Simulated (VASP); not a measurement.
# Mg32O33 (a cell with a defect) in VASP: notebook, part 2 of 2

VASP 6.6.1. Earlier steps stand in the parts before.

### Step 4. Single point, r2SCAN

POSCAR

```
Mg32O33
1.0
    8.4288080000      0.0000000000      0.0000000000
    0.0000000000      8.4288080000      0.0000000000
    0.0000000000      0.0000000000      8.4288080000
O Mg
33 32
Direct
    0.2499550000      0.9993860000      0.0004980000
    0.2499510000      0.9993900000      0.5004970000
    0.2499530000      0.4993880000      0.0005000000
    0.2016520000      0.4510970000      0.5496870000
    0.7499520000      0.9993860000      0.0004970000
    0.7499520000      0.9993870000      0.5004970000
    0.7499520000      0.4993890000      0.0004990000
    0.7499520000      0.4993870000      0.5004970000
    0.9990830000      0.2485180000      0.0028930000
    0.9915950000      0.2410300000      0.5014900000
    0.0002040000      0.7491390000      0.0004970000
    0.0014660000      0.7478760000      0.5004960000
    0.4997050000      0.2496390000      0.0004980000
    0.4984410000      0.2509000000      0.5004970000
    0.5008220000      0.7502570000      0.9981020000
    0.5083050000      0.7577400000      0.4995000000
    0.0001800000      0.9993620000      0.2507500000
    0.9990840000      0.9969750000      0.7513240000
    0.0013910000      0.4993510000      0.2519190000
    0.9916050000      0.4981370000      0.7588410000
    0.5008220000      0.0017990000      0.2496710000
    0.4997280000      0.9994120000      0.7502400000
    0.5082930000      0.5006400000      0.2421600000
    0.4985170000      0.4994260000      0.7490740000
    0.2499150000      0.2508270000      0.2519190000
    0.2487050000      0.2410420000      0.7588380000
    0.2512050000      0.7577280000      0.2421600000
    0.2499920000      0.7479510000      0.7490740000
    0.7499280000      0.2496150000      0.2507500000
    0.7475410000      0.2485180000      0.7513240000
    0.7523640000      0.7502560000      0.2496710000
    0.7499760000      0.7491630000      0.7502390000
    0.2982300000      0.5476520000      0.4513310000
    0.9991060000      0.9989110000      0.0009340000
    0.9962330000      0.9982780000      0.5011370000
    0.9961670000      0.4987110000      0.0015910000
    0.9838640000      0.4978970000      0.5018650000
    0.5008000000      0.9998670000      0.0000560000
    0.5036750000      0.0004980000      0.4998570000
    0.5037420000      0.5000640000      0.9994030000
    0.5160380000      0.5008880000      0.4991150000
    0.2492760000      0.2456000000      0.0015910000
    0.2484610000      0.2333090000      0.5018660000
    0.2506280000      0.7531760000      0.9994030000
    0.2514540000      0.7654680000      0.4991140000
    0.7494770000      0.2485410000      0.0009350000
    0.7488420000      0.2456650000      0.5011370000
    0.7504330000      0.7502350000      0.0000560000
    0.7510630000      0.7531120000      0.4998570000
    0.2506190000      0.0005140000      0.2468430000
    0.2492860000      0.9982630000      0.7541490000
    0.2511750000      0.5006100000      0.2339690000
    0.2487440000      0.4981770000      0.7670300000
    0.7503910000      0.9998250000      0.2496820000
    0.7495180000      0.9989530000      0.7513100000
    0.7510780000      0.5000550000      0.2468420000
    0.7488270000      0.4987200000      0.7541510000
    0.9992260000      0.2486590000      0.2528360000
    0.9988370000      0.2482720000      0.7515930000
    0.0023590000      0.7500460000      0.2498680000
    0.9992980000      0.7469780000      0.7511220000
    0.5006120000      0.2517920000      0.2498670000
    0.4975450000      0.2487320000      0.7511220000
    0.5010740000      0.7505100000      0.2493920000
    0.5006830000      0.7501190000      0.7481610000
```

INCAR.step1

```
  ALGO = Normal
  EDIFF = 1E-5
  ENCUT = 580
  GGA = PE
  GGA_COMPAT = False
  ISMEAR = -1
  ISYM = -1
  LASPH = True
  LCHARG = False
  LREAL = Auto
  LWAVE = True
  NBANDS = 169
  NELM = 120
  PREC = Accurate
  SIGMA = 0.05
```

INCAR.step2

```
  ALGO = Normal
  EDIFF = 1E-6
  ENCUT = 580
  GGA_COMPAT = False
  ISIF = 2
  ISMEAR = -1
  ISTART = 1
  ISYM = -1
  LASPH = True
  LCHARG = False
  LMIXTAU = True
  LREAL = Auto
  LWAVE = False
  METAGGA = R2SCAN
  NBANDS = 169
  NELM = 120
  PREC = Accurate
  SIGMA = 0.05
```

KPOINTS

```
explicit points
1
Reciprocal
  0.25000000   0.25000000   0.25000000 1
```

Potentials or basis: VASP PAW PBE potentials, release 64 (O, Mg).

Started as:

```bash
$ cat potpaw_PBE.64/O/POTCAR potpaw_PBE.64/Mg/POTCAR > POTCAR
$ cp INCAR.step1 INCAR
$ mpirun -np 1 vasp_std > vasp.out
$ cp INCAR.step2 INCAR
$ mpirun -np 1 vasp_std > vasp.out
```

OUTCAR:

```text
EDIFF = 1E-6
   ENCUT = 580
   ISIF = 2
   ISMEAR = -1
   ISTART = 1
   ISYM = -1
   LASPH = True
   LREAL = Auto
   METAGGA = R2SCAN
   NELM = 120
   PREC = Accurate

 ion  position               nearest neighbor table
   1  0.250  0.999  0.000-  44 2.08  42 2.08  50 2.08  51 2.08  38 2.11  34 2.11
   2  0.250  0.999  0.500-  43 1.97  45 1.97  51 2.14  50 2.14  35 2.14  39 2.14
   3  0.250  0.499  0.001-  52 1.97  53 1.97  36 2.14  42 2.14  44 2.14  40 2.14
   4  0.202  0.451  0.550-  33 1.42  53 1.92  37 1.92  43 1.92  45 2.72  41 2.72  52 2.73
   5  0.750  0.999  0.000-  48 2.10  38 2.10  34 2.10  46 2.10  54 2.10  55 2.10
   6  0.750  0.999  0.500-  49 2.08  39 2.08  47 2.08  35 2.08  55 2.11  54 2.11
   7  0.750  0.499  0.000-  40 2.08  36 2.08  56 2.08  57 2.08  48 2.11  46 2.11
   8  0.750  0.499  0.500-  37 1.97  41 1.97  57 2.14  56 2.14  47 2.14  49 2.14
   9  0.999  0.249  0.003-  46 2.10  34 2.10  58 2.11  36 2.11  42 2.11  59 2.12
  10  0.992  0.241  0.501-  35 2.05  47 2.05  58 2.10  59 2.11  43 2.17  37 2.17
[... 20 lines left out ...]
  31  0.752  0.750  0.250-  54 2.10  48 2.10  60 2.11  49 2.11  56 2.11  64 2.12
  32  0.750  0.749  0.750-  65 2.10  61 2.10  55 2.11  48 2.11  49 2.11  57 2.11
  33  0.298  0.548  0.451-   4 1.42  52 1.92  41 1.92  45 1.92  43 2.72  37 2.72  53 2.73
  34  0.999  0.999  0.001-   5 2.10   9 2.10  18 2.10  11 2.11  17 2.11   1 2.11  42 2.96  51 2.96
                            44 2.96  48 2.96  50 2.96  54 2.96  60 2.97  59 2.97  55 2.98  46 2.98
  35  0.996  0.998  0.501-  10 2.05   6 2.08  18 2.11  17 2.11  12 2.11   2 2.14  43 2.91  45 2.91
                            49 2.92  47 2.95  55 2.96  54 2.96  58 2.97  60 2.98  59 2.98  61 2.99
  36  0.996  0.499  0.002-  20 2.05   7 2.08   9 2.11  19 2.11  11 2.11   3 2.14  53 2.91  52 2.91
                            56 2.92  57 2.95  46 2.96  48 2.96  61 2.97  60 2.98  59 2.98  58 2.99
  37  0.984  0.498  0.502-   4 1.92   8 1.97  19 2.11  12 2.11  10 2.17  20 2.17  33 2.72  47 2.91
                            57 2.91  56 2.91  49 2.91  58 2.97  61 2.97  59 2.98  60 3.01  43 3.15
  38  0.501  1.000  0.000-   5 2.10  15 2.10  21 2.10  13 2.11  22 2.11   1 2.11  44 2.96  50 2.96
                            42 2.96  46 2.96  51 2.96  55 2.96  63 2.97  64 2.97  54 2.98  48 2.98
  39  0.504  0.000  0.500-  16 2.05   6 2.08  21 2.11  22 2.11  14 2.11   2 2.14  45 2.91  43 2.91
                            47 2.92  49 2.95  54 2.96  55 2.96  65 2.97  63 2.98  64 2.98  62 2.99
  40  0.504  0.500  0.999-  23 2.05   7 2.08  15 2.11  24 2.11  13 2.11   3 2.14  52 2.91  53 2.91
                            57 2.92  56 2.95  48 2.96  46 2.96  62 2.97  63 2.98  64 2.98  65 2.99
  41  0.516  0.501  0.499-  33 1.92   8 1.97  24 2.11  14 2.11  16 2.17  23 2.17   4 2.72  49 2.91
[... 272 lines left out ...]
  ---------------------------------------------------
  ext. energy  EPLUGINS =         0.00000000
  ---------------------------------------------------
  free energy    TOTEN  =      -520.63708799 eV

  energy without entropy =     -520.63708799  energy(sigma->0) =     -520.63708799

 E-fermi :   4.4315     XC(G=0): -11.6532

 val. band max:        3.2091900599   @ k =   0.2500   0.2500   0.2500
 cond. band min:       9.3969282804   @ k =   0.2500   0.2500   0.2500
 fundamental gap:      6.1877382205
 Fermi energy:         4.4315237910

 k-point     1 :       0.2500    0.2500    0.2500
  band No.  band energies     occupation
      1     -19.6395      2.00000
      2     -15.1877      2.00000
      3     -14.8906      2.00000
      4     -14.8824      2.00000
      5     -14.7685      2.00000
      6     -14.5925      2.00000
[... 135 lines left out ...]
    142      12.3569      0.00000
    143      12.5166      0.00000
 [bands above 143 left out]

------------------------ aborting loop because EDIFF is reached ----------------------------------------

  FORCE on cell =-STRESS in cart. coord.  units (eV):
  Direction    XX          YY          ZZ          XY          YZ          ZX
  --------------------------------------------------------------------------------------
  -------------------------------------------------------------------------------------
  Total        5.5791638      5.5939476      5.7505432      3.3432043     -4.2412108     -4.2361182
  in kB       14.9272983     14.9668531     15.3858315      8.9448903    -11.3475461    -11.3339206
  external PRESSURE =      15.0933276 kB  Pullay stress =       0.0000000 kB

 VOLUME and BASIS-vectors are now :
 -----------------------------------------------------------------------------
  energy-cutoff  :      580.00
  volume of cell :      598.82
      direct lattice vectors                 reciprocal lattice vectors
     8.428808000  0.000000000  0.000000000     0.118640738  0.000000000  0.000000000
     0.000000000  8.428808000  0.000000000     0.000000000  0.118640738  0.000000000
     0.000000000  0.000000000  8.428808000     0.000000000  0.000000000  0.118640738

 POSITION                                       TOTAL-FORCE (eV/Angst)
 -----------------------------------------------------------------------------------
      2.10682      8.42363      0.00420         0.000683     -0.001982      0.002161
      2.10679      8.42367      4.21859         0.000798     -0.004461      0.000780
      2.10681      4.20925      0.00421         0.000634     -0.000731      0.003444
      1.69969      3.80221      4.63321        -0.199462     -0.200709      0.189245
      6.32120      8.42363      0.00419         0.000705      0.002010     -0.000918
      6.32120      8.42364      4.21859         0.000351     -0.001869     -0.001908
[... 57 lines left out ...]
      4.22346      6.32590      2.10208        -0.010314     -0.007206      0.005344
      4.22016      6.32261      6.30611         0.002749      0.005093      0.006395
 -----------------------------------------------------------------------------------
    total drift:                               -0.017777      0.061485     -0.052885

  FREE ENERGIE OF THE ION-ELECTRON SYSTEM (eV)
  ---------------------------------------------------
  free  energy   TOTEN  =      -520.6370879900 eV

  energy  without entropy=     -520.6370879899  energy(sigma->0) =     -520.63708799
```

OUTCAR.step1:

```text
EDIFF = 1E-5
   ENCUT = 580
   GGA = PE
   ISMEAR = -1
   ISYM = -1
[... 512 lines left out ...]
      6.32120      8.42363      0.00419         0.000621      0.000759      0.000028
      6.32120      8.42364      4.21859         0.000644      0.000588     -0.000074
[... 57 lines left out ...]
      4.22346      6.32590      2.10208        -0.001488     -0.000916     -0.000102
      4.22016      6.32261      6.30611         0.002644      0.000944     -0.002412
 -----------------------------------------------------------------------------------
    total drift:                               -0.023481      0.022388     -0.017610

  FREE ENERGIE OF THE ION-ELECTRON SYSTEM (eV)
  ---------------------------------------------------
  free  energy   TOTEN  =      -383.2078580852 eV

  energy  without entropy=     -383.2078580851  energy(sigma->0) =     -383.20785809
```

Wall time 15 min (1 thread of AMD EPYC 7R13 (Zen 3), shared host); peak memory 0.78 GiB.

What came out:

| Quantity | Value |
| --- | --- |
| Free energy | -520.6371 eV |
| Pressure | 1.5 GPa |
| Largest force | 0.340 eV/Å |
| Band gap on the k mesh | 6.19 eV |

Forces on the atoms (eV/Å):
```
O    0.001 -0.002  0.002
O    0.001 -0.004  0.001
O    0.001 -0.001  0.003
O   -0.199 -0.201  0.189
O    0.001  0.002 -0.001
O    0.000 -0.002 -0.002
O    0.000  0.003  0.002
O    0.000 -0.001  0.001
O    0.002  0.002 -0.001
O   -0.021 -0.025 -0.008
O   -0.005  0.005  0.000
O   -0.012  0.010 -0.002
O    0.005 -0.003 -0.002
O    0.013 -0.011 -0.001
O   -0.002  0.000  0.003
O    0.021  0.016  0.009
O   -0.005  0.000 -0.006
O    0.001  0.001 -0.002
O   -0.011  0.002 -0.010
O   -0.025  0.011  0.029
O   -0.002 -0.003  0.001
O    0.006  0.002  0.004
O    0.025 -0.012 -0.020
O    0.013  0.001  0.011
O    0.001 -0.010 -0.012
O    0.011 -0.029  0.029
O   -0.011  0.020 -0.020
O    0.000  0.012  0.011
O    0.001 -0.003 -0.008
O    0.004  0.003 -0.003
O   -0.002  0.001  0.000
O    0.000  0.008  0.004
O    0.200  0.199 -0.187
Mg   0.008  0.012 -0.011
Mg   0.008  0.017 -0.008
Mg   0.006  0.007 -0.021
Mg   0.030 -0.023  0.027
Mg  -0.010  0.001 -0.001
Mg  -0.009 -0.021  0.001
Mg  -0.007  0.000  0.025
Mg  -0.038  0.019 -0.022
Mg   0.000 -0.003 -0.025
Mg  -0.022  0.019  0.027
Mg  -0.003 -0.001  0.030
Mg   0.022 -0.033 -0.021
Mg   0.004  0.006 -0.008
Mg   0.019  0.000 -0.009
Mg  -0.005  0.001  0.001
Mg  -0.019 -0.002  0.004
Mg  -0.003 -0.030  0.001
Mg   0.001  0.022 -0.001
Mg   0.024  0.021  0.026
Mg  -0.024 -0.026 -0.017
Mg  -0.003 -0.001 -0.001
Mg   0.004  0.009 -0.005
Mg  -0.022 -0.001 -0.001
Mg   0.022  0.010  0.001
Mg   0.001  0.000 -0.003
Mg   0.011  0.009 -0.006
Mg  -0.005  0.007 -0.007
Mg   0.000 -0.001  0.001
Mg   0.003 -0.006 -0.004
Mg   0.003 -0.001  0.002
Mg  -0.010 -0.007  0.005
Mg   0.003  0.005  0.006
```

Caveat: the PAW data sets were made with another functional, which shifts forces and pressure a little.

### Step 5. Single point, PBEsol, collinear spin

INCAR

```
PREC = Accurate ; ENCUT = 520
EDIFF = 1E-6 ; ISMEAR = -1
SIGMA = 0.05 ; LREAL = Auto
LASPH = T ; NELM = 150
ALGO = Normal ; ISIF = 2
LWAVE = F ; LCHARG = T
ISPIN = 2 ; MAGMOM = 0 0 0 0.125 0 0 0 0 0 0 0 0 0 0 0 0 0 0 0 0 0 0 0 0 0 0 0 0 0 0 0 0 0.125 0 0 0 0.125 0 0 0 0.125 0 0.125 0 0.125 0 0 0 0 0 0 0.125 0.125 0 0 0 0 0 0 0 0 0 0 0 0
LORBIT = 11 ; GGA = PS
LELF = T ; LVHAR = T
NELECT = 263.0 ; ISYM = 0
NBANDS = 173
```

KPOINTS

```
Automatic mesh
0
Gamma
  1 1 1
  0.25 0.25 0.25
```

POSCAR

```
Mg32O33
1.0
    8.4288080000      0.0000000000      0.0000000000
    0.0000000000      8.4288080000      0.0000000000
    0.0000000000      0.0000000000      8.4288080000
O Mg
33 32
Direct
    0.2499550000      0.9993990000      0.0004920000
    0.2499660000      0.9993960000      0.5004920000
    0.2499590000      0.4993940000      0.0005030000
    0.1857220000      0.4351650000      0.5655290000
    0.7499490000      0.9993840000      0.0004880000
    0.7499470000      0.9993820000      0.5004890000
    0.7499660000      0.4993880000      0.0004940000
    0.7499590000      0.4994010000      0.5004930000
    0.9993050000      0.2487380000      0.0024180000
    0.9852650000      0.2346970000      0.4967300000
    0.9987090000      0.7506410000      0.0005040000
    0.9993190000      0.7500260000      0.5004940000
    0.5012090000      0.2481440000      0.0005000000
    0.5005920000      0.2487560000      0.5004930000
    0.5005990000      0.7500340000      0.9985570000
    0.5146210000      0.7640570000      0.5042690000
    0.9986930000      0.9993780000      0.2492530000
    0.9992880000      0.9974010000      0.7511170000
    0.9992290000      0.4993560000      0.2497290000
    0.9851490000      0.5029240000      0.7652330000
    0.5006140000      0.0013840000      0.2498900000
    0.5012120000      0.9993930000      0.7517110000
    0.5147610000      0.4958520000      0.2357690000
    0.5006820000      0.4994030000      0.7512650000
    0.2499220000      0.2486590000      0.2497280000
    0.2534840000      0.2345950000      0.7652270000
    0.2464150000      0.7641900000      0.2357720000
    0.2499670000      0.7501180000      0.7512680000
    0.7499470000      0.2481260000      0.2492510000
    0.7479690000      0.2487250000      0.7511180000
    0.7519490000      0.7500480000      0.2498910000
    0.7499530000      0.7506480000      0.7517120000
    0.3142130000      0.5636430000      0.4354490000
    0.9993910000      0.0000100000      0.9998310000
    0.9959250000      0.9979850000      0.5006590000
    0.9958020000      0.4991880000      0.0018780000
    0.9869400000      0.5004600000      0.4993290000
    0.5005260000      0.9987680000      0.0011560000
    0.5039690000      0.0007730000      0.5003120000
    0.5041060000      0.4995880000      0.9991400000
    0.5129730000      0.4983090000      0.5016740000
    0.2497570000      0.2452350000      0.0018780000
    0.2510290000      0.2363820000      0.4993360000
    0.2501540000      0.7535390000      0.9991390000
    0.2488670000      0.7624020000      0.5016790000
    0.7505790000      0.2488260000      0.9998310000
    0.7485500000      0.2453590000      0.5006610000
    0.7493300000      0.7499600000      0.0011560000
    0.7513370000      0.7534060000      0.5003160000
    0.2501560000      0.0008370000      0.2465180000
    0.2497430000      0.9979400000      0.7544730000
    0.2485550000      0.4979880000      0.2369390000
    0.2513470000      0.5007790000      0.7640770000
    0.7493030000      0.9987350000      0.2499510000
    0.7506170000      0.0000520000      0.7510090000
    0.7514060000      0.4995890000      0.2465150000
    0.7485030000      0.4991780000      0.7544760000
    0.9979240000      0.2473550000      0.2529410000
    0.0051600000      0.2546050000      0.7453380000
    0.0024740000      0.7513530000      0.2485830000
    0.9979770000      0.7468510000      0.7524160000
    0.5019210000      0.2519100000      0.2485800000
    0.4974190000      0.2474130000      0.7524140000
    0.4947420000      0.7441760000      0.2556920000
    0.5019780000      0.7514170000      0.7480600000
```

Started as:

```bash
$ cat potpaw_PBE.64/O/POTCAR potpaw_PBE.64/Mg/POTCAR > POTCAR
$ mpirun -np 1 vasp_std > vasp.out
```

Run time: 52 min. Hardware: 1 thread of Oxide Virtual Turin-like, shared host; peak memory 1 GiB.

The run converged. Its results:

* Free energy: -396.2266 eV
* Largest force: 0.027 eV/Å
* Net moment: 1.00 μB per cell
* Site moments: O +0.00, -0.00, +0.39, +0.01 (each value once); Mg +0.00, -0.00 (each value once) μB
* Valence electrons inside the program's atomic spheres: O 5.10, 5.11, 5.09, 5.08 (each value once); Mg 0.42, 0.44, 0.46, 0.47, 0.39 (each value once)

Forces in eV/Å, atoms in the order of the input:
```
O    0.000 -0.005  0.004
O   -0.001 -0.005  0.004
O    0.000 -0.005  0.004
O   -0.004 -0.002 -0.026
O    0.000 -0.004  0.004
O    0.001 -0.004  0.003
O   -0.001 -0.004  0.004
O    0.000 -0.005  0.003
O    0.001  0.000  0.008
O    0.012  0.011  0.010
O   -0.002  0.000  0.002
O   -0.016  0.011  0.003
O    0.000  0.000  0.001
O    0.013 -0.014  0.002
O    0.004  0.001 -0.012
O   -0.009 -0.010 -0.011
O   -0.003 -0.002 -0.002
O    0.003 -0.002 -0.004
O   -0.011 -0.005 -0.008
O    0.001  0.008  0.001
O    0.001  0.007  0.000
O    0.001  0.000  0.004
O    0.001 -0.006 -0.001
O    0.009  0.000  0.010
O   -0.002 -0.010 -0.006
O    0.008  0.000  0.001
O   -0.006  0.001 -0.002
O    0.003  0.008  0.009
O    0.001 -0.002 -0.003
O   -0.003  0.001 -0.003
O    0.007 -0.002  0.003
O    0.001  0.003  0.007
O    0.003  0.003  0.024
Mg   0.004  0.000  0.001
Mg  -0.005  0.003 -0.002
Mg  -0.007  0.004 -0.011
Mg  -0.003  0.002  0.004
Mg  -0.005  0.003 -0.004
Mg   0.005  0.001  0.001
Mg   0.007 -0.001  0.006
Mg   0.001  0.002 -0.007
Mg   0.002 -0.006 -0.010
Mg  -0.001 -0.001  0.004
Mg  -0.003  0.006  0.007
Mg   0.000  0.003 -0.007
Mg  -0.001  0.004  0.001
Mg   0.002 -0.004 -0.002
Mg   0.001 -0.003 -0.003
Mg  -0.001  0.005  0.001
Mg  -0.002 -0.009 -0.008
Mg   0.003  0.011  0.009
Mg   0.009  0.010  0.001
Mg  -0.009 -0.008 -0.006
Mg   0.002  0.003  0.002
Mg  -0.002 -0.002 -0.001
Mg  -0.010 -0.001 -0.009
Mg   0.009  0.004  0.008
Mg  -0.002 -0.002 -0.002
Mg   0.002  0.003 -0.002
Mg   0.005  0.004 -0.004
Mg  -0.003 -0.004  0.003
Mg   0.002  0.006 -0.003
Mg  -0.005 -0.002  0.003
Mg  -0.003 -0.002 -0.001
Mg   0.002  0.002  0.001
```

Levels at points of the mesh, in eV from the Fermi level:
Spin up:
| k point | band 128 | band 129 | band 130 | band 131 | band 132 | band 133 | band 134 | band 135 | band 136 | band 137 |
| --- | --- | --- | --- | --- | --- | --- | --- | --- | --- | --- |
| (0.25, 0.25, 0.25) | -3.43 | -3.24 | -2.74 | -2.64 | -0.66 | 2.21 | 3.71 | 3.77 | 3.83 | 4.33 |
Spin down:
| k point | band 127 | band 128 | band 129 | band 130 | band 131 | band 132 | band 133 | band 134 | band 135 | band 136 |
| --- | --- | --- | --- | --- | --- | --- | --- | --- | --- | --- |
| (0.25, 0.25, 0.25) | -3.35 | -3.24 | -3.14 | -2.48 | -2.39 | 0.69 | 2.22 | 3.72 | 3.79 | 3.84 |

Caveat: the cell carries a net charge on a neutralising background, which shifts energy and pressure; the cell is charged against a uniform background, so pressure and absolute levels hang on convention; the PAW data sets were made with another functional, which shifts forces and pressure a little.
